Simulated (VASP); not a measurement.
# LiH (I4/mmm) in VASP: further runs

LiH is run at these levels: r2SCAN; tasks: single point.

Everything below comes from runs of VASP 6.6.1. Logs are shortened: lines on timing, memory, paths and dates and some standing lists are left out, and cuts for length are marked.

**1. The cell of the first run**

Symmetry: I4/mmm, No. 139, tetragonal system. Conventional cell: a = 2.644 Å, b = 2.644 Å, c = 3.902 Å, α = 90.00°, β = 90.00°, γ = 90.00°. Within 2.5 Å of Li (site symmetry 4/mmm) lie 6 H at 1.87 to 1.95 Å. Within 2.5 Å of H (site symmetry 4/mmm) lie 6 Li at 1.87 to 1.95 Å.

**2. Single point, r2SCAN (strain -0.080 along x and y, -0.040 along z)**

Contents of POSCAR:

```
LiH
1.0
    0.0000000000      1.8699000000      1.9512000000
    1.8699000000      0.0000000000      1.9512000000
    1.8699000000      1.8699000000      0.0000000000
Li H
1 1
Direct
    0.0000000000      0.0000000000      0.0000000000
    0.5000000000      0.5000000000      0.5000000000
```

Contents of INCAR.step1:

```
SYSTEM = LiH
  ALGO = Normal
  EDIFF = 1E-5
  ENCUT = 830
  GGA = PE
  GGA_COMPAT = .FALSE.
  ISMEAR = 0
  LASPH = .TRUE.
  LCHARG = .FALSE.
  LREAL = .FALSE.
  LWAVE = .TRUE.
  NBANDS = 9
  NELM = 120
  PREC = Accurate
  SIGMA = 0.05
```

Contents of INCAR.step2:

```
SYSTEM = LiH
  ALGO = Normal
  EDIFF = 1E-6
  ENCUT = 830
  GGA_COMPAT = .FALSE.
  ISIF = 2
  ISMEAR = 0
  ISTART = 1
  LASPH = .TRUE.
  LCHARG = .TRUE.
  LELF = .TRUE.
  LMIXTAU = .TRUE.
  LREAL = .FALSE.
  LVHAR = .TRUE.
  LWAVE = .FALSE.
  METAGGA = R2SCAN
  NBANDS = 9
  NELM = 120
  PREC = Accurate
  SIGMA = 0.05
```

Contents of KPOINTS:

```
k-points
0
G
  10 10 10
  0 0 0
```

Potentials or basis: VASP PAW PBE potentials, release 64 (Li_sv, H).

On the command line:

```sh
> cat potpaw_PBE.64/Li_sv/POTCAR potpaw_PBE.64/H/POTCAR > POTCAR
> cp INCAR.step1 INCAR
> mpirun -np 1 vasp_std > vasp.out
> cp INCAR.step2 INCAR
> mpirun -np 1 vasp_std > vasp.out
```

OUTCAR:

```text
SYSTEM = LiH
   EDIFF = 1E-6
   ENCUT = 830
   ISIF = 2
   ISMEAR = 0
   ISTART = 1
   LASPH = .TRUE.
   LREAL = .FALSE.
   METAGGA = R2SCAN
   NELM = 120
   PREC = Accurate

 ion  position               nearest neighbor table
   1  0.000  0.000  0.000-
   2  0.500  0.500  0.500-

  LATTYP: Found a body centered tetragonal cell.
 ALAT       =     2.6444379403
 C/A-ratio  =     1.4757011086

  Lattice vectors:

 A1 = (  -1.8699000000,   0.0000000000,   1.9512000000)
 A2 = (   1.8699000000,   0.0000000000,   1.9512000000)
 A3 = (   0.0000000000,   1.8699000000,  -1.9512000000)

Analysis of symmetry for initial positions (statically):
=====================================================================
 Subroutine PRICEL returns:
 Original cell was already a primitive cell.

 Routine SETGRP: Setting up the symmetry group for a
 body centered tetragonal supercell.

 Subroutine GETGRP returns: Found 16 space group operations
 (whereof 16 operations were pure point group operations)
 out of a pool of 16 trial point group operations.

The static configuration has the point symmetry D_4h.

Analysis of symmetry for dynamics (positions and initial velocities):
=====================================================================
 Subroutine PRICEL returns:
 Original cell was already a primitive cell.

 Routine SETGRP: Setting up the symmetry group for a
 body centered tetragonal supercell.

 Subroutine GETGRP returns: Found 16 space group operations
 (whereof 16 operations were pure point group operations)
 out of a pool of 16 trial point group operations.

The dynamic configuration has the point symmetry D_4h.

 Subroutine INISYM returns: Found 16 space group operations
 (whereof 16 operations are pure point group operations),
 and found     1 'primitive' translations

----------------------------------------------------------------------------------------

                                     Primitive cell

  volume of cell :      13.6448

  direct lattice vectors                    reciprocal lattice vectors
     0.000000000  1.869900000  1.951200000    -0.267393978  0.267393978  0.256252563
     1.869900000  0.000000000  1.951200000     0.267393978 -0.267393978  0.256252563
     1.869900000  1.869900000  0.000000000     0.267393978  0.267393978 -0.256252563

  length of vectors
     2.702537225  2.702537225  2.644437940     0.456798046  0.456798046  0.456798046

  position of ions in fractional coordinates (direct lattice)
     0.000000000  0.000000000  0.000000000
     0.500000000  0.500000000  0.500000000

  ion indices of the primitive-cell ions
   primitive index   ion index
                 1           1
                 2           2

----------------------------------------------------------------------------------------

 KPOINTS: k-points

Automatic generation of k-mesh.
 Grid dimensions read from file:
 generate k-points for:   10   10   10

 Generating k-lattice:

  Cartesian coordinates                     Fractional coordinates (reciprocal lattice)
    -0.026739398  0.026739398  0.025625256     0.100000000  0.000000000  0.000000000
     0.026739398 -0.026739398  0.025625256     0.000000000  0.100000000  0.000000000
     0.026739398  0.026739398 -0.025625256    -0.000000000 -0.000000000  0.100000000

  Length of vectors
     0.045679805  0.045679805  0.045679805

  Shift w.r.t. Gamma in fractional coordinates (k-lattice)
     0.000000000  0.000000000  0.000000000

 Subroutine IBZKPT returns following result:
 ===========================================

 Found    102 irreducible k-points:

 Following reciprocal coordinates:
            Coordinates               Weight
  0.000000  0.000000  0.000000      1.000000
  0.100000 -0.000000  0.000000      8.000000
  0.200000 -0.000000  0.000000      8.000000
  0.300000  0.000000  0.000000      8.000000
  0.400000 -0.000000  0.000000      8.000000
  0.500000 -0.000000  0.000000      4.000000
[... 16 lines left out ...]
  0.300000  0.300000  0.000000      2.000000
  0.400000  0.300000  0.000000      8.000000
 [... further k-points ...]
   k-points           NKPTS =    102   k-points in BZ     NKDIM =    102   number of bands    NBANDS=      9
   number of dos      NEDOS =    301   number of ions     NIONS =      2
   total plane-waves  NPLWV =  21952
   dimension x,y,z NGX =    28 NGY =   28 NGZ =   28
   dimension x,y,z NGXF=    56 NGYF=   56 NGZF=   56
   ions per type =               1   1
   NGX,Y,Z   is equivalent  to a cutoff of  17.22, 17.22, 17.60 a.u.
   NGXF,Y,Z  is equivalent  to a cutoff of  34.45, 34.45, 35.21 a.u.
 SYSTEM =  LiH
   PREC   = accura    normal or accurate (medium, high low for compatibility)
   ISTART =      1    job   : 0-new  1-cont  2-samecut
   ICHARG =      0    charge: 1-file 2-atom 10-const
   ISPIN  =      1    spin polarized calculation?
   LNONCOLLINEAR =      F non collinear calculations
   LSORBIT =      F    spin-orbit coupling
   LASPH  =      T    aspherical Exc in radial PAW
   ENCUT  =  830.0 eV  61.00 Ry    7.81 a.u.   6.35  6.35  6.21*2*pi/ulx,y,z
   NELM   =    120;   NELMIN=  2; NELMDL=  0     # of ELM steps
   EDIFF  = 0.1E-05   stopping-criterion for ELM
   LREAL  =      F    real-space projection
   EDIFFG = 0.1E-04   stopping-criterion for IOM
   NSW    =      0    number of steps for IOM
   IBRION =     -1    ionic relax: 0-MD 1-quasi-New 2-CG
   NFREE  =      0    steps in history (QN), initial steepest desc. (CG)
   ISIF   =      2    stress and relaxation
   ISYM   =      2    0-nonsym 1-usesym 2-fastsym
   POTIM  = 0.5000    time-step for ionic-motion
   TEBEG  =    0.0;   TEEND  =   0.0 temperature during run
   PSTRESS=    0.0 pullay stress
   NELECT =       4.0000    total number of electrons
   NUPDOWN=      -1.0000    fix difference up-down
   EMIN   =  10.00;   EMAX   =-10.00  energy-range for DOS
   EFERMI =   0.00;   METHOD = LEGACY
   ISMEAR =     0;   SIGMA  =   0.05  broadening in eV -4-tet -1-fermi 0-gaus
   EFERMI_NEDOS =   21; number of points for ismear=-14 and -15
   IALGO  =     38    algorithm
   IMIX   =      4    mixing-type and parameters
     AMIX     =   0.40;   BMIX     =  1.00
     AMIX_MAG =   1.60;   BMIX_MAG =  1.00
  volume/ion in A,a.u.               =       6.82        46.04
  Fermi-wavevector in a.u.,A,eV,Ry     =   1.087523  2.055121 16.091710  1.182707
  Thomas-Fermi vector in A             =   2.223685
   LORBIT       =      0    0 simple, 1 ext, 2 COOP (PROOUT), +10 PAW based schemes
   METAGGA = R2SCAN    functional components
   LHFCALC =     F    Hartree Fock is set to
   AEXX    =    0.0000 exact exchange contribution
   IVDW    =     0    specifies the selected vdW correction
   LEPSILON=     F    determine dielectric tensor
   LRPA    =     F    only Hartree local field effects (RPA)
 non-spin polarized calculation
 Gauss-broadening in eV      SIGMA  =   0.05
  energy-cutoff  :      830.00
  volume of cell :       13.64
 maximum number of plane-waves:       752
 NGX is ok and might be reduce to    28
   NGX = 13   NGY = 13   NGZ = 13

 number of electron       4.0000002 magnetization

 Free energy of the ion-electron system (eV)
  ---------------------------------------------------
  ext. energy  EPLUGINS =         0.00000000
  ---------------------------------------------------
  free energy    TOTEN  =        -6.76233267 eV

  energy without entropy =       -6.76233267  energy(sigma->0) =       -6.76233267

 E-fermi :   1.0072     XC(G=0):  -9.4149

 val. band max:        0.7320243931   @ k =   0.5000   0.0000   0.5000
 cond. band min:       3.6442808869   @ k =   0.5000   0.5000   0.0000
 fundamental gap:      2.9122564938
 Fermi energy:         1.0071853213

 k-point     1 :       0.0000    0.0000    0.0000
  band No.  band energies     occupation
      1     -44.8981      2.00000
      2      -5.5245      2.00000
      3      20.4640      0.00000
      4      21.6921      0.00000
      5      21.6921      0.00000
      6      22.1396      0.00000
      7      26.4707      0.00000
      8      26.7499      0.00000
      9      26.7499      0.00000

 k-point     2 :       0.1000   -0.0000    0.0000
  band No.  band energies     occupation
      1     -44.8901      2.00000
      2      -5.3338      2.00000
      3      18.1555      0.00000
      4      20.9270      0.00000
      5      21.2813      0.00000
      6      21.3746      0.00000
      7      26.3898      0.00000
      8      27.7459      0.00000
      9      27.7712      0.00000

 k-point     3 :       0.2000   -0.0000    0.0000
  band No.  band energies     occupation
      1     -44.8691      2.00000
      2      -4.7763      2.00000
      3      14.0931      0.00000
      4      19.4121      0.00000
      5      20.4866      0.00000
      6      20.6676      0.00000
      7      26.5838      0.00000
      8      27.7898      0.00000
      9      28.4196      0.00000

 k-point     4 :       0.3000    0.0000    0.0000
  band No.  band energies     occupation
      1     -44.8432      2.00000
      2      -3.9200      2.00000
      3      10.4060      0.00000
      4      18.1080      0.00000
      5      19.9600      0.00000
      6      20.4039      0.00000
      7      24.2637      0.00000
      8      25.7760      0.00000
      9      29.5853      0.00000

 k-point     5 :       0.4000   -0.0000    0.0000
  band No.  band energies     occupation
      1     -44.8222      2.00000
      2      -2.9891      2.00000
      3       7.7117      0.00000
      4      17.2621      0.00000
      5      19.9187      0.00000
      6      20.6009      0.00000
      7      22.4654      0.00000
      8      23.7364      0.00000
      9      31.7887      0.00000

 k-point     6 :       0.5000   -0.0000    0.0000
  band No.  band energies     occupation
      1     -44.8141      2.00000
      2      -2.5303      2.00000
      3       6.6571      0.00000
      4      16.9713      0.00000
      5      20.0960      0.00000
      6      20.9167      0.00000
      7      21.6665      0.00000
      8      22.8000      0.00000
      9      33.0640      0.00000
[... 169 lines left out ...]
 k-point    21 :      -0.3000    0.2000    0.0000
  band No.  band energies     occupation
      1     -44.8147      2.00000
      2      -2.5087      2.00000
      3       8.5194      0.00000
      4      11.3659      0.00000
      5      19.3429      0.00000
      6      19.9617      0.00000
      7      26.9235      0.00000
      8      30.6188      0.00000
      9      31.2356      0.00000

 k-point    22 :      -0.2000    0.2000    0.0000
  band No.  band energies     occupation
      1     -44.8334      2.00000
      2      -3.5267      2.00000
      3      11.5159      0.00000
      4      12.0777      0.00000
      5      20.2170      0.00000
      6      21.5104      0.00000
      7      25.7614      0.00000
      8      28.9120      0.00000
      9      30.3177      0.00000

 k-point    23 :       0.3000    0.3000    0.0000
  band No.  band energies     occupation
      1     -44.8320      2.00000
      2      -3.1435      2.00000
      3      10.0853      0.00000
      4      15.3635      0.00000
      5      15.3635      0.00000
      6      18.9333      0.00000
      7      22.2148      0.00000
      8      33.9411      0.00000
      9      37.9629      0.00000

 k-point    24 :       0.4000    0.3000    0.0000
  band No.  band energies     occupation
      1     -44.8165      2.00000
      2      -2.1747      2.00000
      3       7.9356      0.00000
      4      13.1940      0.00000
      5      14.8959      0.00000
      6      20.0737      0.00000
      7      22.4012      0.00000
      8      34.9914      0.00000
      9      36.4395      0.00000

 [... further k-points ...]

------------------------ aborting loop because EDIFF is reached ----------------------------------------

  FORCE on cell =-STRESS in cart. coord.  units (eV):
  Direction    XX          YY          ZZ          XY          YZ          ZX
  --------------------------------------------------------------------------------------
  -------------------------------------------------------------------------------------
  Total        0.7716666      0.7716666      0.3313550      0.0000000      0.0000000      0.0000000
  in kB       90.6090865     90.6090865     38.9077015      0.0000000      0.0000000      0.0000000
  external PRESSURE =      73.3752915 kB  Pullay stress =       0.0000000 kB

 VOLUME and BASIS-vectors are now :
 -----------------------------------------------------------------------------
  energy-cutoff  :      830.00
  volume of cell :       13.64
      direct lattice vectors                 reciprocal lattice vectors
     0.000000000  1.869900000  1.951200000    -0.267393978  0.267393978  0.256252563
     1.869900000  0.000000000  1.951200000     0.267393978 -0.267393978  0.256252563
     1.869900000  1.869900000  0.000000000     0.267393978  0.267393978 -0.256252563

 POSITION                                       TOTAL-FORCE (eV/Angst)
 -----------------------------------------------------------------------------------
      0.00000      0.00000      0.00000        -0.000000      0.000000      0.000000
      1.86990      1.86990      1.95120         0.000000     -0.000000     -0.000000
 -----------------------------------------------------------------------------------
    total drift:                                0.000000      0.000000      0.000000

  FREE ENERGIE OF THE ION-ELECTRON SYSTEM (eV)
  ---------------------------------------------------
  free  energy   TOTEN  =        -6.7623326746 eV

  energy  without entropy=       -6.7623326746  energy(sigma->0) =       -6.76233267
```

It took 5 min on 1 thread of AMD EPYC 7R13, shared host; peak memory 0.14 GiB.

What came out:

```
Free energy            : -6.7623 eV
Pressure               : 7.3 GPa
Band gap on the k mesh : 2.91 eV (least direct gap 3.27 eV)
```

Levels at points of the mesh, in eV from the valence-band top:
| k point | band 1 | band 2 | band 3 | band 4 | band 5 |
| --- | --- | --- | --- | --- | --- |
| (0.00, 0.00, 0.00) | -45.63 | -6.26 | 19.73 | 20.96 | 20.96 |
| (0.50, 0.00, 0.00) | -45.55 | -3.26 | 5.93 | 16.24 | 19.36 |
| (0.50, 0.50, 0.00) | -45.53 | -0.36 | 2.91 | 13.05 | 13.05 |
| (0.50, 0.00, 0.50) | -45.52 | 0.00 | 3.58 | 12.04 | 12.46 |

Caveat: the cell differs from its parent crystal (strain -0.080 along x and y, -0.040 along z); the cell stands under pressure; the PAW data sets were made with another functional, which shifts forces and pressure a little.

(Continued in part 2 of 2.)
